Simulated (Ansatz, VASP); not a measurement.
SiO2 in VASP and in Ansatz

```
Si O
1.0
     0.00000    2.23843    2.23843
     2.23843    0.00000    2.23843
     2.23843    2.23843    0.00000
Si O
1 2
Direct
  0.00000 0.00000 0.00000
  0.25000 0.25000 0.25000
  0.75000 0.75000 0.75000
```

Alike in both runs: task single point; functional PBE; k mesh 4 × 4 × 4; no spin polarisation.

|  | VASP | Ansatz |
| --- | --- | --- |
| version | VASP 6.6.1 | Ansatz 0.2.0-dev |
| potentials or method | VASP PAW PBE potentials, release 64 (Si, O), cutoff 600 eV | hard PAW set made for 700 eV |
| occupations | gaussian, width 0.01 eV | fixed |

|  | VASP | Ansatz | Ansatz less VASP |
| --- | --- | --- | --- |
| gap on the k mesh at the Fermi level (eV) | 2.09 | 2.11 | +0.022 |

The k mesh is coarse, so the values compare programs but aren't converged.
